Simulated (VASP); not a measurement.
# BaTiO3 (P4mm) in VASP: further runs, part 3 of 3

VASP 6.6.1.

### Step 6. Relaxation of the atoms, PBE (equal strain along all axes, cell held: -3.0 %)

Input file INCAR:

```
ALGO = Normal ; EDIFF = 1E-7
EDIFFG = -0.008 ; ENCUT = 520
GGA = PE ; IBRION = 2
ISIF = 2 ; ISMEAR = 0
LASPH = T ; LCHARG = F
LREAL = F ; LWAVE = F
NELM = 80 ; NSW = 60
PREC = Accurate ; SIGMA = 0.02
```

Input file KPOINTS:

```
k-points
0
Gamma
  8 8 6
```

Input file POSCAR:

```
BaTiO3
1.0
    3.8658863023      0.0000000000      0.0000000000
    0.0000000000      3.8658863023      0.0000000000
    0.0000000000      0.0000000000      4.0744681718
Ba Ti O
1 1 3
Direct
    0.5000000000      0.5000000000      0.5865216392
    0.0000000000      0.0000000000      0.1044019507
    0.0000000000      0.5000000000      0.0611504989
    0.5000000000      0.0000000000      0.0611504989
    0.0000000000      0.0000000000      0.5467724023
```

Potentials or basis: VASP PAW PBE potentials, release 64 (Ba_sv, Ti_sv, O).

Started as:

```
> cat potpaw_PBE.64/Ba_sv/POTCAR potpaw_PBE.64/Ti_sv/POTCAR potpaw_PBE.64/O/POTCAR > POTCAR
> mpirun -np 1 vasp_std > vasp.out
```

OUTCAR:

```text
EDIFF = 1E-7
   EDIFFG = -0.008
   ENCUT = 520
   GGA = PE
   IBRION = 2
   ISIF = 2
   ISMEAR = 0
   LASPH = T
   LREAL = F
   NELM = 80
   NSW = 60
   PREC = Accurate

 ion  position               nearest neighbor table
   1  0.500  0.500  0.587-   3 2.73   4 2.73   4 2.73   3 2.73   5 2.74   5 2.74   5 2.74   5 2.74
                             3 2.88   4 2.88   3 2.88   4 2.88   2 3.37   2 3.37   2 3.37   2 3.37
   2  0.000  0.000  0.104-   5 1.80   4 1.94   3 1.94   3 1.94   4 1.94   5 2.27   1 3.37   1 3.37
                             1 3.37   1 3.37   1 3.45   1 3.45   1 3.45   1 3.45
   3  0.000  0.500  0.061-   2 1.94   2 1.94   1 2.73   1 2.73   1 2.88   1 2.88
   4  0.500  0.000  0.061-   2 1.94   2 1.94   1 2.73   1 2.73   1 2.88   1 2.88
   5  0.000  0.000  0.547-   2 1.80   2 2.27   1 2.74   1 2.74   1 2.74   1 2.74

  LATTYP: Found a simple tetragonal cell.
 ALAT       =     3.8658863023
 C/A-ratio  =     1.0539544759

  Lattice vectors:

 A1 = (   3.8658863023,   0.0000000000,   0.0000000000)
[... 390 lines left out ...]
 E-fermi :   4.5968     XC(G=0): -11.5231

 val. band max:        4.3997594563   @ k =   0.5000   0.5000   0.5000
 cond. band min:       6.2888269151   @ k =   0.0000   0.0000   0.0000
 fundamental gap:      1.8890674588
 Fermi energy:         4.5968445822

 k-point     1 :       0.0000    0.0000    0.0000
  band No.  band energies     occupation
      1     -51.9987      2.00000
      2     -28.2974      2.00000
      3     -28.2532      2.00000
      4     -28.2532      2.00000
      5     -20.4969      2.00000
      6     -12.7863      2.00000
[... 637 lines left out ...]
     23       8.3152      0.00000
     24       9.5703      0.00000

 [... further k-points ...]

------------------------ aborting loop because EDIFF is reached ----------------------------------------

  FORCE on cell =-STRESS in cart. coord.  units (eV):
  Direction    XX          YY          ZZ          XY          YZ          ZX
  --------------------------------------------------------------------------------------
  -------------------------------------------------------------------------------------
  Total        7.3077416      7.3077416      4.3278521      0.0000000      0.0000000      0.0000000
  in kB      192.2758246    192.2758246    113.8712034      0.0000000      0.0000000      0.0000000
  external PRESSURE =     166.1409509 kB  Pullay stress =       0.0000000 kB
[... 20 lines left out ...]
  FREE ENERGIE OF THE ION-ELECTRON SYSTEM (eV)
  ---------------------------------------------------
  free  energy   TOTEN  =       -39.7328290715 eV

  energy  without entropy=      -39.7328290715  energy(sigma->0) =      -39.73282907

 reached required accuracy - stopping structural energy minimisation
```

OSZICAR:

```text
N       E                     dE             d eps       ncg     rms          rms(c)
DAV:   1     0.453527341766E+03    0.45353E+03   -0.20287E+04  2880   0.178E+03
DAV:   2    -0.235598941378E+01   -0.45588E+03   -0.44808E+03  3560   0.489E+02
[... 55 lines left out ...]
       N       E                     dE             d eps       ncg     rms          rms(c)
DAV:   1    -0.397327297162E+02    0.65872E-04   -0.12598E-02  3392   0.171E+00    0.268E-02
DAV:   2    -0.397328283563E+02   -0.98640E-04   -0.11172E-03  2896   0.231E-01    0.174E-02
DAV:   3    -0.397328293435E+02   -0.98722E-06   -0.28343E-05  4160   0.403E-02    0.960E-03
DAV:   4    -0.397328290613E+02    0.28224E-06   -0.28161E-06  3896   0.177E-02    0.499E-03
DAV:   5    -0.397328290715E+02   -0.10249E-07   -0.85537E-07  3768   0.854E-03
   6 F= -.39732829E+02 E0= -.39732829E+02  d E =-.334107E-04
```

It took 7.1 min on 1 thread of Oxide Virtual Turin-like, shared host; peak memory 0.2 GiB.

What came out:

* Free energy: -39.7328 eV
* Energy gained by relaxing: 3.0 meV/atom
* Ionic steps: 6
* Pressure after relaxing: 16.6 GPa
* Largest force after relaxing: 0.006 eV/Å
* Band gap on the k mesh: 1.89 eV (least direct gap 2.33 eV)

Forces on the atoms (eV/Å):
```
Ba   0.000  0.000  0.001
Ti   0.000  0.000 -0.006
O    0.000  0.000  0.003
O    0.000  0.000  0.003
O    0.000  0.000 -0.001
```

Stress tensor (GPa, compression positive):
```
19.23  0.00  0.00
 0.00 19.23  0.00
 0.00  0.00 11.39
```

Step by step:
| step | energy change (eV) | largest force (eV/Å) | pressure (GPa) |
| --- | --- | --- | --- |
| 1 | 0.0000 | 0.6245 | 18.01 |
| 2 | -0.0132 | 0.1508 | 16.67 |
| 3 | -0.0133 | 0.1485 | 16.72 |
| 4 | -0.0144 | 0.0805 | 16.68 |
| 5 | -0.0149 | 0.0245 | 16.63 |
| 6 | -0.0150 | 0.0061 | 16.61 |

Final structure:
```xyz
5
Lattice="3.8659 0.0000 0.0000 0.0000 3.8659 0.0000 0.0000 0.0000 4.0745" Properties=species:S:1:pos:R:3 pbc="T T T"
Ba    1.9329    1.9329    2.3684
Ti    0.0000    3.8659    0.4023
O     3.8659    1.9329    0.2555
O     1.9329    3.8659    0.2555
O     3.8659    3.8659    2.2595
```

Levels at points of the mesh, in eV from the valence-band top:
| k point | band 16 | band 17 | band 18 | band 19 | band 20 | band 21 | band 22 | band 23 | band 24 |
| --- | --- | --- | --- | --- | --- | --- | --- | --- | --- |
| (0.00, 0.00, 0.00) | -1.46 | -1.45 | -0.57 | -0.44 | -0.44 | 1.89 | 2.24 | 2.24 | 4.38 |
| (0.50, 0.00, 0.00) | -2.21 | -2.15 | -1.92 | -1.29 | -1.07 | 2.39 | 3.84 | 3.88 | 4.36 |
| (0.50, 0.50, 0.00) | -3.22 | -1.89 | -0.89 | -0.89 | -0.07 | 3.91 | 3.91 | 4.35 | 4.71 |
| (0.00, 0.00, 0.50) | -2.20 | -1.92 | -1.92 | -0.73 | -0.73 | 2.04 | 3.60 | 3.60 | 4.53 |
| (0.50, 0.00, 0.50) | -2.98 | -1.78 | -1.14 | -1.08 | -0.43 | 3.62 | 3.88 | 4.09 | 5.41 |
| (0.50, 0.50, 0.50) | -2.43 | -2.43 | -0.30 | -0.30 | 0.00 | 4.38 | 4.38 | 4.59 | 6.67 |

Caveat: the cell differs from its parent crystal (equal strain along all axes, cell held: -3.0 %); spin-orbit coupling is left out, which moves the levels of the heavy elements. A k mesh can miss the band edges.

### Step 7. Relaxation of the atoms, PBE (strain along c alone, the other axes held: +3.0 %)

Input file INCAR:

```
SYSTEM = BaTiO3
ALGO = Normal ; EDIFF = 1E-6
EDIFFG = -0.008 ; ENCUT = 520
GGA = PE ; IBRION = 2
ISIF = 2 ; ISMEAR = 0
LASPH = .TRUE. ; LCHARG = .FALSE.
LREAL = .FALSE. ; LWAVE = .FALSE.
NELM = 100 ; NSW = 60
PREC = Accurate ; SIGMA = 0.02
```

Input file KPOINTS:

```
k-points
0
G
  8 8 6
  0 0 0
```

Input file POSCAR:

```
BaTiO3
1.0
    3.9854497974      0.0000000000      0.0000000000
    0.0000000000      3.9854497974      0.0000000000
    0.0000000000      0.0000000000      4.3264971240
Ba Ti O
1 1 3
Direct
    0.5000000000      0.5000000000      0.5957054886
    0.0000000000      0.0000000000      0.1118345512
    0.0000000000      0.5000000000      0.0588265530
    0.5000000000      0.0000000000      0.0588265530
    0.0000000000      0.0000000000      0.5348038440
```

Started as:

```
> cat potpaw_PBE.64/Ba_sv/POTCAR potpaw_PBE.64/Ti_sv/POTCAR potpaw_PBE.64/O/POTCAR > POTCAR
> mpirun -np 1 vasp_std > vasp.out
```

Run time: 4 min. Hardware: 1 thread of Oxide Virtual Turin-like, shared host; peak memory 0.21 GiB.

It converged, with:

| Item | Value |
| --- | --- |
| Free energy | -40.0403 eV |
| Energy gained by relaxing | 0.9 meV/atom |
| Ionic steps | 6 |
| Pressure after relaxing | -0.9 GPa |
| Largest force after relaxing | 0.008 eV/Å |
| Band gap on the k mesh | 1.77 eV (least direct gap 2.41 eV) |

Forces in eV/Å, atoms in the order of the input:
```
Ba   0.000  0.000  0.008
Ti   0.000  0.000  0.003
O    0.000  0.000 -0.006
O    0.000  0.000 -0.006
O    0.000  0.000  0.002
```

Stress tensor (GPa, compression positive):
```
-0.75  0.00  0.00
 0.00 -0.75  0.00
 0.00  0.00 -1.32
```

Step by step:
| step | energy change (eV) | largest force (eV/Å) | pressure (GPa) |
| --- | --- | --- | --- |
| 1 | 0.0000 | 0.3633 | -1.69 |
| 2 | -0.0040 | 0.1557 | -0.75 |
| 3 | -0.0045 | 0.0338 | -0.97 |
| 4 | -0.0046 | 0.0214 | -0.96 |
| 5 | -0.0046 | 0.0113 | -0.95 |
| 6 | -0.0046 | 0.0078 | -0.94 |

Final structure:
```
CELL_PARAMETERS angstrom
3.98545 0.00000 0.00000
0.00000 3.98545 0.00000
0.00000 0.00000 4.32650
ATOMIC_POSITIONS crystal
Ba 0.50000 0.50000 0.59645
Ti 0.00000 0.00000 0.11407
O 0.00000 0.50000 0.05918
O 0.50000 0.00000 0.05918
O 0.00000 0.00000 0.53112
```

Levels at points of the mesh, in eV from the valence-band top:
| k point | band 17 | band 18 | band 19 | band 20 | band 21 | band 22 | band 23 | band 24 |
| --- | --- | --- | --- | --- | --- | --- | --- | --- |
| (0.00, 0.00, 0.00) | -1.42 | -1.23 | -0.64 | -0.64 | 1.77 | 2.55 | 2.55 | 3.93 |
| (0.50, 0.00, 0.00) | -1.99 | -1.83 | -1.75 | -1.58 | 2.59 | 3.33 | 3.45 | 3.98 |
| (0.50, 0.50, 0.00) | -2.20 | -1.22 | -1.22 | -0.05 | 3.50 | 3.50 | 3.73 | 3.83 |
| (0.00, 0.00, 0.50) | -2.15 | -2.00 | -0.76 | -0.76 | 1.87 | 3.32 | 3.32 | 3.96 |
| (0.50, 0.00, 0.50) | -1.94 | -1.34 | -1.20 | -0.70 | 3.33 | 3.40 | 3.54 | 4.67 |
| (0.50, 0.50, 0.50) | -2.72 | -0.65 | -0.65 | 0.00 | 3.78 | 3.78 | 3.95 | 5.59 |

Caveat: the cell differs from its parent crystal (strain along c alone, the other axes held: +3.0 %); spin-orbit coupling is left out, which moves the levels of the heavy elements.

### Step 8. The runs side by side

```csv
task,potentials or basis,cell,cutoff (eV),gap on the mesh (eV),pressure (GPa),largest force (eV/Å)
single point,"VASP PAW PBE potentials, release 64 (Ba_sv, Ti_sv, O_h)","a = 4.045, b = 4.045, c = 4.106 Å, 5 atoms, atomic positions A",910,1.75,-1.1,0.05
relaxation of the atoms,"VASP PAW PBE potentials, release 64 (Ba_sv, Ti_sv, O)","atoms relaxed from a = 3.985, b = 3.985, c = 4.011 Å, 5 atoms, atomic positions B",520,1.80,6.2,-
relaxation of the atoms,"VASP PAW PBE potentials, release 64 (Ba_sv, Ti_sv, O)","atoms relaxed from a = 3.985, b = 3.985, c = 4.074 Å, 5 atoms, atomic positions A",520,1.79,4.3,-
relaxation of the atoms,"VASP PAW PBE potentials, release 64 (Ba_sv, Ti_sv, O)","atoms relaxed from a = 3.926, b = 3.926, c = 4.137 Å, 5 atoms, atomic positions C",520,1.83,8.1,-
relaxation of the atoms,"VASP PAW PBE potentials, release 64 (Ba_sv, Ti_sv, O)","atoms relaxed from a = 3.866, b = 3.866, c = 4.074 Å, 5 atoms, atomic positions A",520,1.89,16.6,0.01
relaxation of the atoms,"VASP PAW PBE potentials, release 64 (Ba_sv, Ti_sv, O)","atoms relaxed from a = 3.985, b = 3.985, c = 4.326 Å, 5 atoms, atomic positions D",520,1.77,-0.9,0.01
```

Alike in all rows: level PBE; no spin polarisation; k mesh 8 × 8 × 6; smearing gaussian 0.02 eV.

Caveats: spin-orbit coupling is left out, which moves the levels of the heavy elements; the cutoff is under 1.25 times the usual one of these potentials, so pressure, stress and relaxed cells hold a basis-set (Pulay) error (at least some runs).

Absolute energies hang on the potentials; compare differences alone.
